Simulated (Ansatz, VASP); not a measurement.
AlAs: VASP beside Ansatz

The input INCAR:

```
PREC     = Accurate       # precision mode
ENCUT    = 500            # plane-wave cutoff, eV
EDIFF    = 1E-6           # SCF threshold, eV
ISMEAR   = 0              # smearing method
SIGMA    = 0.02           # smearing width, eV
LREAL    = F              # projectors in reciprocal space
LASPH    = T              # aspherical terms in the spheres
NELM     = 120            # most SCF steps
ALGO     = Normal         # electronic algorithm
ISIF     = 2              # what is computed and relaxed
LWAVE    = F              # write WAVECAR
LCHARG   = F              # write CHGCAR
NBANDS   = 11             # bands
GGA_COMPAT= F
```

File KPOINTS:

```
Automatic mesh
0
Gamma
  8 8 8
```

File POSCAR:

```
AlAs
1.0
    0.0000000000      2.8143769281      2.8143769281
    2.8143769281      0.0000000000      2.8143769281
    2.8143769281      2.8143769281      0.0000000000
Al As
1 1
Direct
    0.0000000000      0.0000000000      0.0000000000
    0.2500000000      0.2500000000      0.2500000000
```

Input for Ansatz:

```yaml
crystal:
  lattice:
    - [0.0, 2.8143769281, 2.8143769281]
    - [2.8143769281, 0.0, 2.8143769281]
    - [2.8143769281, 2.8143769281, 0.0]
  atoms:
    - { symbol: Al, position: [0.0, 0.0, 0.0] }
    - { symbol: As, position: [0.25, 0.25, 0.25] }
basis:
  ecutwfc: 420
kpoints:
  mp_grid: { grid: [8, 8, 8] }
  band_path:
    path:
      - [[0.0, 0.0, 0.0], [-0.5, -0.5, 0.0], [-0.375, -0.375, 0.25]]
      - [[-0.375, 0.0, 0.375], [0.0, 0.0, 0.0], [0.0, 0.0, 0.5], [-0.5, -0.25, 0.25], [-0.5, -0.5, 0.0]]
    npoints: 10
hamiltonian:
  xc: lda
  pseudopotentials: { kind: paw, azcp: { folder: soft_1 } }
scf:
  occupations: { method: gaussian, width: 0.02 }
  n_extra_bands: 7
output:
  forces: true
  stress: true
  eigenvalues: true
```

Alike in both runs: task single point; functional LDA; k mesh 8 × 8 × 8; occupations gaussian, width 0.02 eV; no spin polarisation.

|  | VASP | Ansatz |
| --- | --- | --- |
| version | VASP 6.6.1 | Ansatz 0.2.0 |
| potentials or method | VASP PAW LDA potentials, release 64 (Al, As), cutoff 500 eV | scalar-relativistic, plane waves, PAW |
| valence electrons in the cell | 8 | 18 |

VASP gave:

| Property | Result |
| --- | --- |
| gap on the k mesh at the Fermi level (eV) | 1.31 |
| least direct gap on the mesh (eV) | 2.02 |
| pressure (GPa) | 0.4 |

Question: Estimate Ansatz's values.

Answer: gap on the k mesh at the Fermi level (eV): 1.32; least direct gap on the mesh (eV): 1.98; pressure (GPa): 0.0.

Ansatz warns that its potentials were made for another functional, while VASP's fit it. LDA's correlation is that of Perdew and Zunger in VASP and of Perdew and Wang (1992) in Ansatz. VASP's potentials hold 8 valence electrons a cell and Ansatz's 18, so a difference there can come from the potentials and not from the codes.
